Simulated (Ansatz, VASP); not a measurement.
**One calculation of LiCl, two programs**

```
CELL_PARAMETERS angstrom
3.66383 0.00000 0.00000
0.00000 10.61398 0.00000
0.00000 0.00000 6.46961
ATOMIC_POSITIONS crystal
Li 0.50000 0.89345 0.08898
Li 0.50000 0.60512 0.91799
Li 0.00000 0.74564 0.45039
Li 0.50000 0.10655 0.58898
Li 0.50000 0.39488 0.41799
Li 0.00000 0.25436 0.95039
Cl 0.50000 0.59715 0.55550
Cl 0.50000 0.90758 0.44794
Cl 0.00000 0.74134 0.03913
Cl 0.50000 0.40285 0.05550
Cl 0.50000 0.09242 0.94794
Cl 0.00000 0.25866 0.53913
```

Change from the starting cell: the structure that the rattled cell fell into.

Alike in both runs: functional PBE; k mesh 6 × 2 × 4; occupations gaussian, width 0.02 eV; no spin polarisation.

Ansatz relaxed the structure, and its values are those at the end. VASP's run is a single point on that final structure, the one shown.

```csv
,VASP,Ansatz
version,VASP 6.6.1,Ansatz 0.2.0
potentials or method,"VASP PAW PBE potentials, release 64 (Li_sv, Cl), cutoff 520 eV","scalar-relativistic, plane waves, PAW"
valence electrons in the cell,60,60
```

|  | VASP | Ansatz | Ansatz less VASP |
| --- | --- | --- | --- |
| gap on the k mesh at the Fermi level (eV) | 5.43 | 5.42 | -0.008 |
| least direct gap on the mesh (eV) | 5.43 | 5.42 | -0.008 |

Noted on VASP's run: the cutoff is short for stress, so the pressure is rough.
